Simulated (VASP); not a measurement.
Input of a VASP 6.6.1 run:

Contents of INCAR:

```
SYSTEM = Ru16CO
PREC = Accurate
ENCUT = 520
EDIFF = 1E-6
ISMEAR = 0
SIGMA = 0.1
LREAL = Auto
LASPH = .TRUE.
NELM = 120
ALGO = Normal
ISIF = 2
LWAVE = .FALSE.
LCHARG = .FALSE.
LDIPOL = .TRUE.
IDIPOL = 3
DIPOL = 0.5 0.5 0.316
GGA = PE
IVDW = 12
NBANDS = 148
GGA_COMPAT = .FALSE.
NELMDL = -8
```

File KPOINTS:

```
regular mesh
0
G
  6 6 1
  0 0 0
```

POSCAR

```
Ru16CO
1.0
    5.3951895594      0.0000000000      0.0000000000
   -2.6975947797      4.6723712167      0.0000000000
    0.0000000000      0.0000000000     25.0883144398
Ru O C
16 1 1
Direct
    0.3333333333      0.1666666667      0.1594367772
    0.3333333333      0.6666666667      0.1594367772
    0.8333333333      0.1666666667      0.1594367772
    0.8333333333      0.6666666667      0.1594367772
    0.1666666667      0.3333333333      0.2444528113
    0.1666666667      0.8333333333      0.2444528113
    0.6666666667      0.3333333333      0.2444528113
    0.6666666667      0.8333333333      0.2444528113
    0.3333333333      0.1666666667      0.3293143402
    0.3333333333      0.6666666667      0.3293143402
    0.8333333333      0.1666666667      0.3293143402
    0.8333333333      0.6666666667      0.3293143402
    0.1666666667      0.3333333333      0.4120768840
    0.1666666667      0.8333333333      0.4120768840
    0.6666666667      0.3333333333      0.4120768840
    0.6666666667      0.8333333333      0.4120768840
    0.1666666667      0.3333333333      0.5316544669
    0.1666666667      0.3333333333      0.5774925404
```

Potentials or basis: VASP PAW PBE potentials, release 64 (Ru_sv, O, C).

Command:

```console
$ cat potpaw_PBE.64/Ru_sv/POTCAR potpaw_PBE.64/O/POTCAR potpaw_PBE.64/C/POTCAR > POTCAR
$ mpirun -np 1 vasp_std > vasp.out
```

Task: What does it give for the band gap on the k mesh?

Result: Zero (bands 133 and 134 overlap by 1.26 eV).

Task: What does it give for the dispersion energy per atom?

Result: -0.420 eV.

Task: Predict the largest force.

Result: 0.709 eV/Å.

Forces on the atoms (eV/Å):
```
Ru   0.008 -0.004  0.537
Ru   0.000  0.009  0.537
Ru  -0.008 -0.004  0.537
Ru   0.000  0.000  0.532
Ru   0.000  0.000 -0.522
Ru  -0.008 -0.005 -0.534
Ru   0.000  0.009 -0.534
Ru   0.008 -0.005 -0.534
Ru   0.054 -0.031  0.017
Ru   0.000  0.062  0.017
Ru  -0.054 -0.031  0.017
Ru   0.000  0.000 -0.065
Ru   0.000  0.000  0.050
Ru  -0.006 -0.004 -0.044
Ru   0.000  0.007 -0.044
Ru   0.006 -0.004 -0.044
O    0.000  0.000  0.709
C    0.000  0.000 -0.634
```
